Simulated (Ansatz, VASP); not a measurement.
# One calculation of In3Cu, two programs

Contents of INCAR:

```
SYSTEM = In3Cu
ALGO     = Normal         ! electronic algorithm
EDIFF    = 1E-6           ! SCF threshold, eV
ENCUT    = 600            ! plane-wave cutoff, eV
GGA      = RE             ! functional
GGA_COMPAT= .False.      
ISIF     = 2              ! what is computed and relaxed
ISMEAR   = 0              ! smearing method
LASPH    = .True.         ! aspherical terms in the spheres
LCHARG   = .False.        ! write CHGCAR
LREAL    = .False.        ! projectors in reciprocal space
LWAVE    = .False.        ! write WAVECAR
NBANDS   = 33             ! bands
NELM     = 120            ! most SCF steps
PREC     = Accurate       ! precision mode
SIGMA    = 0.1            ! smearing width, eV
```

File KPOINTS:

```
k-points
0
Gamma
  2 2 2
  0 0 0
```

Contents of POSCAR:

```
In3Cu
1.0
    4.4827670000      0.0000000000      0.0000000000
    0.0000000000      4.4827670000      0.0000000000
    0.0000000000      0.0000000000      4.4827670000
In Cu
3 1
Direct
    0.0000000000      0.5000000000      0.5000000000
    0.5000000000      0.0000000000      0.5000000000
    0.5000000000      0.5000000000      0.0000000000
    0.0000000000      0.0000000000      0.0000000000
```

Input for Ansatz:

```yaml
crystal:
  lattice:
    - [4.482767, 0.0, 0.0]
    - [0.0, 4.482767, 0.0]
    - [0.0, 0.0, 4.482767]
  atoms:
    - { symbol: In, position: [0.0, 0.5, 0.5] }
    - { symbol: In, position: [0.5, 0.0, 0.5] }
    - { symbol: In, position: [0.5, 0.5, 0.0] }
    - { symbol: Cu, position: [0.0, 0.0, 0.0] }
basis:
  ecutwfc: 520
  ecutrho_ratio: 6
kpoints:
  mp_grid: { grid: [2, 2, 2] }
hamiltonian:
  xc: revpbe
scf:
  occupations: { method: gaussian, width: 0.1 }
  n_extra_bands: 3
  max_iter: 30
  convergence: { dr2_threshold: "1e-10 eV" }
output:
  forces: true
  stress: true
  eigenvalues: true
  dos: { projected: true }
```

Alike in both runs: task single point; functional revPBE; k mesh 2 × 2 × 2; occupations gaussian, width 0.1 eV; no spin polarisation.

|  | VASP | Ansatz |
| --- | --- | --- |
| version | VASP 6.6.1 | Ansatz 0.2.0 |
| potentials or method | VASP PAW PBE potentials, release 64 (In_d, Cu), cutoff 600 eV | scalar-relativistic, plane waves, PAW |
| valence electrons in the cell | 50 | 58 |

```csv
,VASP,Ansatz,Ansatz less VASP
gap on the k mesh at the Fermi level (eV),none,none,-
pressure (GPa),6.5,6.4,-0.09
```

VASP's potentials were made for PBE, not for revPBE. A gap of «none» marks a metal or a gap that the smearing closes. VASP's potentials hold 50 valence electrons a cell and Ansatz's 58, so a difference there can come from the potentials and not from the codes.

The k mesh is coarse, so the values compare programs but aren't converged.
